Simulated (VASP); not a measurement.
## Rb: single point with LDA

Crystal: Rb.

```xyz
4
Lattice="4.7152 0.0000 0.0000 -2.3576 4.0835 0.0000 0.0000 0.0000 15.5719" Properties=species:S:1:pos:R:3 pbc="T T T"
Rb    4.7152    0.0000   15.5719
Rb    4.7152    0.0000    7.7859
Rb    0.0000    2.7224    3.8930
Rb    2.3576    1.3612   11.6789
```

This isn't the form of Rb at room conditions, which is bcc.

```
Program             : VASP 6.6.1
Task                : single point
Functional          : LDA
Potentials or basis : VASP PAW LDA potentials, release 64 (Rb_sv)
Cutoff              : 520 eV
k mesh              : 9 × 9 × 3
Occupations         : fermi-dirac, width 0.1 eV
Spin                : no spin polarisation
```

The pressure is 0.1 GPa and the band gap on the k mesh is zero (bands 18 and 19 overlap by 2.36 eV).

Levels at points of the mesh, in eV from the Fermi level:
```csv
k point,band 14,band 15,band 16,band 17,band 18,band 19,band 20,band 21,band 22,band 23
"(0.00, 0.00, 0.00)",-12.78,-12.78,-12.78,-2.26,-1.47,-1.47,0.01,0.83,2.33,2.34
```

Wall time 4.9 min on 1 thread of Oxide Virtual Turin-like Processor (shared host), peak memory 0.33 GiB.
